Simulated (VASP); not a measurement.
# WS (Pm-3m) in VASP: a series of runs

WS is run at these levels: PBEsol, PBEsol+D3(BJ), PBEsol+D4; tasks: single point.

Program: VASP 6.6.1. These are calculated values, not measurements. Logs are shortened: lines on timing, memory, paths and dates and some standing lists are left out, and cuts for length are marked.

## Step 1: The cell of the first run

It takes space group Pm-3m (No. 221, cubic). Conventional cell: a = 2.977 Å, b = 2.977 Å, c = 2.977 Å, α = 90.00°, β = 90.00°, γ = 90.00°. W (site symmetry m-3m) has 8 S at 2.58 Å and 6 W at 2.98 Å within 3.4 Å. Within 3.4 Å of S (site symmetry m-3m) lie 8 W at 2.58 Å and 6 S at 2.98 Å.

## Step 2: Single point, PBEsol

Input file INCAR:

```
SYSTEM = WS
ALGO     = Normal         ! electronic algorithm
EDIFF    = 1E-6           ! SCF threshold, eV
ENCUT    = 520            ! plane-wave cutoff, eV
GGA      = PS             ! functional
ISIF     = 2              ! what is computed and relaxed
ISMEAR   = -1             ! smearing method
LASPH    = .TRUE.         ! aspherical terms in the spheres
LCHARG   = .TRUE.         ! write CHGCAR
LELF     = .TRUE.         ! ELF
LREAL    = .FALSE.        ! projectors in reciprocal space
LVHAR    = .TRUE.       
LWAVE    = .FALSE.        ! write WAVECAR
NBANDS   = 17             ! bands
NELM     = 100            ! most SCF steps
PREC     = Accurate       ! precision mode
SIGMA    = 0.05           ! smearing width, eV
```

Input file KPOINTS:

```
k-points
0
G
  9 9 9
  0 0 0
```

Input file POSCAR:

```
WS
1.0
    2.9774307244      0.0000000000      0.0000000000
    0.0000000000      2.9774307244      0.0000000000
    0.0000000000      0.0000000000      2.9774307244
W S
1 1
Direct
    0.5000000000      0.5000000000      0.5000000000
    0.0000000000      0.0000000000      0.0000000000
```

Potentials or basis: VASP PAW PBE potentials, release 64 (W_sv, S).

The run is started by

```console
cat potpaw_PBE.64/W_sv/POTCAR potpaw_PBE.64/S/POTCAR > POTCAR
mpirun -np 1 vasp_std > vasp.out
```

OUTCAR:

```text
SYSTEM = WS
   EDIFF = 1E-6
   ENCUT = 520
   GGA = PS
   ISIF = 2
   ISMEAR = -1
   LASPH = .TRUE.
   LREAL = .FALSE.
   NELM = 100
   PREC = Accurate

 ion  position               nearest neighbor table
   1  0.500  0.500  0.500-   2 2.58   2 2.58   2 2.58   2 2.58   2 2.58   2 2.58   2 2.58   2 2.58

   2  0.000  0.000  0.000-   1 2.58   1 2.58   1 2.58   1 2.58   1 2.58   1 2.58   1 2.58   1 2.58

  LATTYP: Found a simple cubic cell.
 ALAT       =     2.9774307244

  Lattice vectors:

 A1 = (   2.9774307244,   0.0000000000,   0.0000000000)
 A2 = (   0.0000000000,   2.9774307244,   0.0000000000)
 A3 = (   0.0000000000,   0.0000000000,   2.9774307244)

Analysis of symmetry for initial positions (statically):
=====================================================================
 Subroutine PRICEL returns:
 Original cell was already a primitive cell.

 Routine SETGRP: Setting up the symmetry group for a
 simple cubic supercell.

 Subroutine GETGRP returns: Found 48 space group operations
 (whereof 48 operations were pure point group operations)
 out of a pool of 48 trial point group operations.

The static configuration has the point symmetry O_h .

Analysis of symmetry for dynamics (positions and initial velocities):
=====================================================================
 Subroutine PRICEL returns:
 Original cell was already a primitive cell.

 Routine SETGRP: Setting up the symmetry group for a
 simple cubic supercell.

 Subroutine GETGRP returns: Found 48 space group operations
 (whereof 48 operations were pure point group operations)
 out of a pool of 48 trial point group operations.

The dynamic configuration has the point symmetry O_h .

 Subroutine INISYM returns: Found 48 space group operations
 (whereof 48 operations are pure point group operations),
 and found     1 'primitive' translations

----------------------------------------------------------------------------------------

                                     Primitive cell

  volume of cell :      26.3952

  direct lattice vectors                    reciprocal lattice vectors
     2.977430724  0.000000000  0.000000000     0.335860039  0.000000000  0.000000000
     0.000000000  2.977430724  0.000000000     0.000000000  0.335860039  0.000000000
     0.000000000  0.000000000  2.977430724     0.000000000  0.000000000  0.335860039

[... 74 lines left out ...]
   PREC   = accura    normal or accurate (medium, high low for compatibility)
   ISTART =      0    job   : 0-new  1-cont  2-samecut
   ICHARG =      2    charge: 1-file 2-atom 10-const
   ISPIN  =      1    spin polarized calculation?
   LNONCOLLINEAR =      F non collinear calculations
   LSORBIT =      F    spin-orbit coupling
   LASPH  =      T    aspherical Exc in radial PAW
   ENCUT  =  520.0 eV  38.22 Ry    6.18 a.u.   5.54  5.54  5.54*2*pi/ulx,y,z
   NELM   =    100;   NELMIN=  2; NELMDL= -5     # of ELM steps
   EDIFF  = 0.1E-05   stopping-criterion for ELM
   LREAL  =      F    real-space projection
   EDIFFG = 0.1E-04   stopping-criterion for IOM
   NSW    =      0    number of steps for IOM
   IBRION =     -1    ionic relax: 0-MD 1-quasi-New 2-CG
   NFREE  =      0    steps in history (QN), initial steepest desc. (CG)
   ISIF   =      2    stress and relaxation
   ISYM   =      2    0-nonsym 1-usesym 2-fastsym
   POTIM  = 0.5000    time-step for ionic-motion
   TEBEG  =    0.0;   TEEND  =   0.0 temperature during run
   PSTRESS=    0.0 pullay stress
   NELECT =      20.0000    total number of electrons
   NUPDOWN=      -1.0000    fix difference up-down
   EMIN   =  10.00;   EMAX   =-10.00  energy-range for DOS
   EFERMI =   0.00;   METHOD = LEGACY
   ISMEAR =    -1;   SIGMA  =   0.05  broadening in eV -4-tet -1-fermi 0-gaus
   EFERMI_NEDOS =   21; number of points for ismear=-14 and -15
   IALGO  =     38    algorithm
   IMIX   =      4    mixing-type and parameters
     AMIX     =   0.40;   BMIX     =  1.00
     AMIX_MAG =   1.60;   BMIX_MAG =  1.00
  volume/ion in A,a.u.               =      13.20        89.06
  Fermi-wavevector in a.u.,A,eV,Ry     =   1.492485  2.820387 30.307113  2.227510
  Thomas-Fermi vector in A             =   2.605006
   LORBIT       =      0    0 simple, 1 ext, 2 COOP (PROOUT), +10 PAW based schemes
   GGA     = PS    functional components
   LHFCALC =     F    Hartree Fock is set to
   AEXX    =    0.0000 exact exchange contribution
   IVDW    =     0    specifies the selected vdW correction
   LEPSILON=     F    determine dielectric tensor
   LRPA    =     F    only Hartree local field effects (RPA)
 non-spin polarized calculation
  energy-cutoff  :      520.00
  volume of cell :       26.40
 maximum number of plane-waves:       739
 NGX is ok and might be reduce to    24
   NGX = 11   NGY = 11   NGZ = 11

 number of electron      20.0000002 magnetization

 Free energy of the ion-electron system (eV)
  ---------------------------------------------------
  ext. energy  EPLUGINS =         0.00000000
  ---------------------------------------------------
  free energy    TOTEN  =       -18.10416458 eV

  energy without entropy =      -18.09075127  energy(sigma->0) =      -18.09745793

 E-fermi :  12.9698     XC(G=0): -13.5328

 val. band max:       12.9330760309   @ k =   0.4444   0.2222   0.2222
 cond. band min:      12.9961892674   @ k =   0.4444   0.4444   0.2222
 fundamental gap:      0.0631132366
 Fermi energy:        12.9698078349

 k-point     1 :       0.0000    0.0000    0.0000
  band No.  band energies     occupation
      1     -61.3525      2.00000
      2     -25.4429      2.00000
      3     -25.4429      2.00000
      4     -25.4429      2.00000
      5      -4.8645      2.00000
      6       8.1989      2.00000
[... 457 lines left out ...]
      4     -25.4198      2.00000
      5      -2.1242      2.00000
      6       4.5532      2.00000
[... 9 lines left out ...]
     16      24.0454      0.00000
     17      24.5053      0.00000

 [... further k-points ...]
[... 5 lines left out ...]
  --------------------------------------------------------------------------------------
  -------------------------------------------------------------------------------------
  Total        0.1336876      0.1336876      0.1336876      0.0000000      0.0000000      0.0000000
  in kB        8.1147766      8.1147766      8.1147766      0.0000000      0.0000000      0.0000000
  external PRESSURE =       8.1147766 kB  Pullay stress =       0.0000000 kB

 VOLUME and BASIS-vectors are now :
 -----------------------------------------------------------------------------
  energy-cutoff  :      520.00
  volume of cell :       26.40
      direct lattice vectors                 reciprocal lattice vectors
     2.977430724  0.000000000  0.000000000     0.335860039  0.000000000  0.000000000
     0.000000000  2.977430724  0.000000000     0.000000000  0.335860039  0.000000000
     0.000000000  0.000000000  2.977430724     0.000000000  0.000000000  0.335860039

 POSITION                                       TOTAL-FORCE (eV/Angst)
 -----------------------------------------------------------------------------------
      1.48872      1.48872      1.48872         0.000000      0.000000      0.000000
      0.00000      0.00000      0.00000         0.000000      0.000000      0.000000
 -----------------------------------------------------------------------------------
    total drift:                                0.000000     -0.000000     -0.000000

  FREE ENERGIE OF THE ION-ELECTRON SYSTEM (eV)
  ---------------------------------------------------
  free  energy   TOTEN  =       -18.1041645829 eV

  energy  without entropy=      -18.0907512681  energy(sigma->0) =      -18.09745793
```

Wall time 16 s (1 thread of Intel Xeon 8259CL, shared host); peak memory 0.15 GiB.

What came out:

```
Free energy            : -18.1042 eV
Pressure               : 0.8 GPa
Band gap on the k mesh : zero (band 10 reaches 14.88 eV, above the bottom of band 11 at 12.26 eV)
```

Levels at points of the mesh, in eV from the Fermi level:
```tsv
k point	band 8	band 9	band 10	band 11	band 12	band 13
(0.00, 0.00, 0.00)	-2.83	-2.83	-2.83	1.23	1.23	1.23
```

Caveat: the PAW data sets were made with another functional, which shifts forces and pressure a little; spin-orbit coupling is left out, which moves the levels of the heavy elements.

## Step 3: Single point, PBEsol+D3(BJ)

This run uses another cell than the first one, of 12.84 Å³/atom, 0.973 times its volume.

Input file INCAR:

```
PREC = Accurate
ENCUT = 520
EDIFF = 1E-6
ISMEAR = -1
SIGMA = 0.05
LREAL = False
LASPH = True
NELM = 100
ALGO = Normal
ISIF = 2
LWAVE = False
LCHARG = False
GGA = PS
IVDW = 12
NBANDS = 17
```

Input file KPOINTS:

```
regular mesh
0
Gamma
  9 9 9
```

Input file POSCAR:

```
WS
1.0
    2.9499231434      0.0000000000      0.0000000000
    0.0000000000      2.9499231434      0.0000000000
    0.0000000000      0.0000000000      2.9499231434
W S
1 1
Direct
    0.5000000000      0.5000000000      0.5000000000
    0.0000000000      0.0000000000      0.0000000000
```

Potentials or basis: VASP PAW PBE potentials, release 64 (W_sv, S).

The run is started by

```console
cat potpaw_PBE.64/W_sv/POTCAR potpaw_PBE.64/S/POTCAR > POTCAR
mpirun -np 1 vasp_std > vasp.out
```

It took 16 s on 1 thread of Intel Xeon 8259CL, shared host; peak memory 0.16 GiB.

Results (log left out):

```
Free energy                : -19.3374 eV
Pressure                   : 0.9 GPa
Band gap on the k mesh     : zero (band 10 reaches 15.42 eV, above the bottom of band 11 at 12.69 eV)
Dispersion energy per atom : -0.628 eV
```

Levels at points of the mesh, in eV from the Fermi level:
```
           k point  band 8  band 9  band 10  band 11  band 12  band 13
(0.00, 0.00, 0.00)   -2.85   -2.85    -2.85     1.27     1.27     1.27
```

Caveat: the PAW data sets were made with another functional, which shifts forces and pressure a little; spin-orbit coupling is left out, which moves the levels of the heavy elements; pairwise dispersion overbinds metals, which lowers pressure and volume.

[end of part 1 of 2]
